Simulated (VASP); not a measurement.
## TiAl: single point with PBE

TiAl:

```
Ti Al
1.0
     3.17906    0.00000    0.00000
     0.00000    3.17906    0.00000
     0.00000    0.00000    3.17906
Ti Al
1 1
Direct
  0.00000 0.00000 0.00000
  0.50000 0.50000 0.50000
```

* Program: VASP 6.6.1
* Task: single point
* Functional: PBE
* Potentials or basis: VASP PAW PBE potentials, release 64 (Ti_sv, Al)
* Cutoff: 520 eV
* k mesh: 8 × 8 × 8
* Occupations: gaussian, width 0.012 eV
* Spin: no spin polarisation

```json
{
  "Pressure": "0.6 GPa"
}
```

Levels at points of the mesh, in eV from the Fermi level:
```csv
k point,band 3,band 4,band 5,band 6,band 7,band 8,band 9,band 10,band 11,band 12
"(0.00, 0.00, 0.00)",-33.09,-33.09,-9.28,-1.44,-1.44,1.81,1.81,1.81,4.41,4.41
"(0.50, 0.00, 0.00)",-33.07,-33.07,-6.05,-5.20,-0.55,0.16,0.16,2.02,2.99,6.50
"(0.50, 0.50, 0.00)",-33.23,-33.06,-5.02,-2.12,-2.12,-1.47,0.72,0.72,2.74,4.70
"(0.50, 0.50, 0.50)",-33.21,-33.21,-3.09,-3.09,-3.09,0.62,2.80,2.80,2.91,2.91
```

Run time: 6.7 s on 1 thread of Intel Xeon 6975P-C (shared host), peak memory 0.15 GiB.
